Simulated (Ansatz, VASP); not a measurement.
## Two plane-wave programs on ZnCu

The input POSCAR:

```
ZnCu
1.0
    2.8591054923      0.0000000000      0.0000000000
    0.0000000000      2.8591054923      0.0000000000
    0.0000000000      0.0000000000      2.8591054923
Zn Cu
1 1
Direct
    0.5000000000      0.5000000000      0.5000000000
    0.0000000000      0.0000000000      0.0000000000
```

Contents of INCAR.step1:

```
PREC     = Accurate       # precision mode
ENCUT    = 520            # plane-wave cutoff, eV
ISMEAR   = 0              # smearing method
SIGMA    = 0.1            # smearing width, eV
LREAL    = False          # projectors in reciprocal space
LASPH    = True           # aspherical terms in the spheres
NELM     = 80             # most SCF steps
NBANDS   = 18             # bands
GGA      = PE             # functional
ALGO     = Normal         # electronic algorithm
EDIFF    = 1E-4           # SCF threshold, eV
LWAVE    = True           # write WAVECAR
LCHARG   = False          # write CHGCAR
```

Contents of INCAR.step2:

```
PREC     = Accurate       # precision mode
ENCUT    = 520            # plane-wave cutoff, eV
EDIFF    = 1E-6           # SCF threshold, eV
ISMEAR   = 0              # smearing method
SIGMA    = 0.1            # smearing width, eV
LREAL    = False          # projectors in reciprocal space
LASPH    = True           # aspherical terms in the spheres
NELM     = 80             # most SCF steps
ALGO     = Normal         # electronic algorithm
ISIF     = 2              # what is computed and relaxed
LWAVE    = False          # write WAVECAR
LCHARG   = False          # write CHGCAR
METAGGA  = R2SCAN         # meta-GGA
LMIXTAU  = True         
NBANDS   = 18             # bands
ISTART   = 1
```

File KPOINTS:

```
regular mesh
0
Gamma
  14 14 14
```

Input for Ansatz:

```yaml
crystal:
  lattice:
    - [2.8591054923, 0.0, 0.0]
    - [0.0, 2.8591054923, 0.0]
    - [0.0, 0.0, 2.8591054923]
  atoms:
    - { symbol: Zn, position: [0.5, 0.5, 0.5] }
    - { symbol: Cu, position: [0.0, 0.0, 0.0] }
basis:
  ecutwfc: 500
kpoints:
  mp_grid: { grid: [14, 14, 14] }
hamiltonian:
  xc: r2scan
scf:
  occupations: { method: gaussian, width: 0.1 }
output:
  forces: true
  stress: true
  eigenvalues: true
```

Alike in both runs: task single point; functional r2SCAN; k mesh 14 × 14 × 14; occupations gaussian, width 0.1 eV; no spin polarisation.

|  | VASP | Ansatz |
| --- | --- | --- |
| version | VASP 6.6.1 | Ansatz 0.2.0 |
| potentials or method | VASP PAW PBE potentials, release 64 (Zn, Cu), cutoff 520 eV | scalar-relativistic, plane waves, PAW |
| valence electrons in the cell | 23 | 31 |

|  | VASP | Ansatz | Ansatz less VASP |
| --- | --- | --- | --- |
| gap on the k mesh at the Fermi level (eV) | none | none | - |
| pressure (GPa) | 10.4 | 9.7 | -0.69 |

VASP's potentials were made for PBE, not for r2SCAN. A gap of «none» marks a metal or a gap that the smearing closes. VASP's potentials hold 23 valence electrons a cell and Ansatz's 31, so a difference there can come from the potentials and not from the codes.
